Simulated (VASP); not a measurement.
Li3TeH: single point with PBE+D3(BJ)

Crystal: Li3TeH.

```
Li Te H
1.0
     4.07447    0.00000    0.00000
     0.00000    4.07447    0.00000
     0.00000    0.00000    4.07447
Li Te H
3 1 1
Cartesian
  2.0372 0.0000 2.0372
  0.0000 2.0372 2.0372
  2.0372 2.0372 0.0000
  0.0000 0.0000 0.0000
  2.0372 2.0372 2.0372
```

```json
{
  "Program": "VASP 6.6.1",
  "Task": "single point",
  "Functional": "PBE",
  "Dispersion": "D3(BJ)",
  "Potentials or basis": "VASP PAW PBE potentials, release 64 (Li_sv, Te, H)",
  "Cutoff": "520 eV",
  "k mesh": "6 × 6 × 6",
  "Occupations": "gaussian, width 0.02 eV",
  "Spin": "no spin polarisation",
  "Dipole correction": "no",
  "Further INCAR settings": "ALGO = Normal; EDIFF = 1e-06; NBANDS = 16"
}
```

```yaml
Band_gap_on_the_k_mesh: 2.93 eV (least direct gap 3.80 eV)
Dispersion_energy_per_atom: -0.281 eV
```

Levels at points of the mesh, in eV from the valence-band top:
```tsv
k point	band 4	band 5	band 6	band 7	band 8	band 9	band 10	band 11	band 12	band 13
(0.00, 0.00, 0.00)	-11.06	-2.97	-1.60	-1.60	-1.60	4.28	4.28	6.48	6.48	6.48
(0.50, 0.00, 0.00)	-10.63	-5.19	-1.00	-0.72	-0.72	3.37	3.37	3.41	3.84	9.39
(0.50, 0.50, 0.00)	-10.18	-3.93	-3.63	-3.63	0.00	3.80	5.33	5.33	5.72	6.05
(0.50, 0.50, 0.50)	-9.65	-3.85	-3.37	-3.37	-3.37	2.93	2.93	2.93	10.88	10.88
```

It took 24 s on 1 thread of Intel(R) Xeon(R) Platinum 8488C (Sapphire Rapids) (shared host), peak memory 0.19 GiB.

Caveat: spin-orbit coupling is left out, which moves the levels of the heavy elements. A k mesh can miss the band edges.
